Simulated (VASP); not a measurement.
A run of VASP 6.6.1 is set up as follows.

INCAR

```
PREC     = Accurate       # precision mode
ENCUT    = 600            # plane-wave cutoff, eV
EDIFF    = 1E-6           # SCF threshold, eV
ISMEAR   = -1             # smearing method
SIGMA    = 0.1            # smearing width, eV
LREAL    = F              # projectors in reciprocal space
LASPH    = T              # aspherical terms in the spheres
NELM     = 100            # most SCF steps
ALGO     = Normal         # electronic algorithm
ISIF     = 3              # what is computed and relaxed
LWAVE    = F              # write WAVECAR
LCHARG   = F              # write CHGCAR
GGA      = B5             # functional
ALDAX    = 1.0          
AGGAX    = 1.0          
AGGAC    = 1.0          
ALDAC    = 0.0          
IBRION   = 2              # ionic algorithm
NSW      = 80             # ionic steps
EDIFFG   = -0.01          # ionic threshold
```

KPOINTS

```
Automatic mesh
0
Gamma
  12 12 12
```

The input POSCAR:

```
Sn
1.0
   -1.9137253733      1.9137253733      1.9137253733
    1.9137253733     -1.9137253733      1.9137253733
    1.9137253733      1.9137253733     -1.9137253733
Sn
1
Direct
    0.0000000000      0.0000000000      0.0000000000
```

Potentials or basis: VASP PAW PBE potentials, release 64 (Sn_d).

Run with:

```sh
$ cat potpaw_PBE.64/Sn_d/POTCAR > POTCAR
$ mpirun -np 1 vasp_std > vasp.out
```

**Question.** Predict the space group after relaxing (to 0.1 Å).

**Answer.** Im-3m (No. 229).

**Question.** What does it give for the relaxed volume?

**Answer.** 30.60 Å³/atom.

**Question.** Estimate the band gap on the k mesh.

**Answer.** Zero (bands 7 and 8 overlap by 8.68 eV).

Final structure:
```
Sn
1.0
    -1.97046    1.97046    1.97046
     1.97046   -1.97046    1.97046
     1.97046    1.97046   -1.97046
Sn
1
Direct
  0.00000 0.00000 0.00000
```

Caveat: the PAW data sets were made with another functional, which shifts forces and pressure a little; spin-orbit coupling is left out, which moves the levels of the heavy elements.
